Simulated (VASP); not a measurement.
Write the native input for VASP 6.6.1 that does the following.

```
Task                   : single point
Functional             : PBE
Dispersion             : D3(BJ)
Potentials or basis    : VASP PAW PBE potentials, release 64 (C_h, Cl, H_h)
Cutoff                 : 1000 eV
k mesh                 : 1 × 1 × 1
Occupations            : fermi-dirac, width 0.05 eV
Spin                   : no spin polarisation
Dipole correction      : no
Further INCAR settings : LREAL = Auto; ALGO = Normal; EDIFF = 1e-06; NBANDS = 63
```

The structure of H3CCl lies in POSCAR:

```
H3CCl
1.0
    8.2031320000      0.0000000000      0.0000000000
    0.0000000000      8.2031320000      0.0000000000
    0.0000000000      0.0000000000      8.2031320000
C Cl H
6 6 18
Direct
    0.0718994522      0.5381940714      0.3725334842
    0.7245381388      0.7483441199      0.4086878199
    0.4910991415      0.0923728544      0.7096254008
    0.4565492022      0.6898602479      0.9103606679
    0.7392662805      0.3053657625      0.1986972493
    0.9600307515      0.1092399485      0.7501857129
    0.0655974941      0.5403860435      0.5896218833
    0.8534682616      0.9100473045      0.3383916895
    0.4899075905      0.0927893854      0.9269472055
    0.4367979607      0.4925794915      0.8214282992
    0.5954424668      0.2574593997      0.3550546437
    1.0643993138     -0.0490339767      0.8562535894
    0.0732518591      0.6640610811      0.3287031096
    0.1801397766      0.4725478643      0.3318621670
   -0.0368202444      0.4757252019      0.3286473656
    0.7936802292      0.6356502593      0.3955354835
    0.6943973529      0.7671568236      0.5369920860
    0.6142641876      0.7442246566      0.3340676835
    0.4890371709      0.2187296033      0.6682767045
    0.6023615125      0.0331664575      0.6668778128
    0.3832776844      0.0273354332      0.6658836173
    0.3493187135      0.7146061839      0.9852326669
    0.5668512269      0.6917450678      0.9849074459
    0.4654019537      0.7803894382      0.8133532965
    0.8540483794      0.2409471618      0.2217798412
    0.6885176468      0.2689184222      0.0812121787
    0.7580000615      0.4371882378      0.2013234690
    1.0461803518      0.2067911530      0.7222432217
    0.9100726888      0.0587068972      0.6375649725
    0.8621338945      0.1552135047      0.8279181321
```

These files were run (other wordings do the same):

INCAR

```
ALGO = Normal ; EDIFF = 1E-6
ENCUT = 1000 ; GGA = PE
GGA_COMPAT = F ; ISIF = 2
ISMEAR = -1 ; IVDW = 12
LASPH = T ; LCHARG = F
LREAL = Auto ; LWAVE = F
NBANDS = 63 ; NELM = 120
PREC = Accurate ; SIGMA = 0.05
```

KPOINTS

```
k-points
0
Gamma
  1 1 1
```

Potentials or basis: VASP PAW PBE potentials, release 64 (C_h, Cl, H_h).

The run is started by

```sh
$ cat potpaw_PBE.64/C_h/POTCAR potpaw_PBE.64/Cl/POTCAR potpaw_PBE.64/H_h/POTCAR > POTCAR
$ mpirun -np 1 vasp_gam > vasp.out
```

Results of the run:

The pressure is 0.2 GPa. The largest force is 0.183 eV/Å. The dispersion energy per atom is -0.044 eV.

Caveat: the k points lie up to 0.77 Å⁻¹ apart.

Wall time 110 s on 1 thread of AMD EPYC 9R45 96-Core Processor (Zen 5) (shared host), peak memory 1.2 GiB.
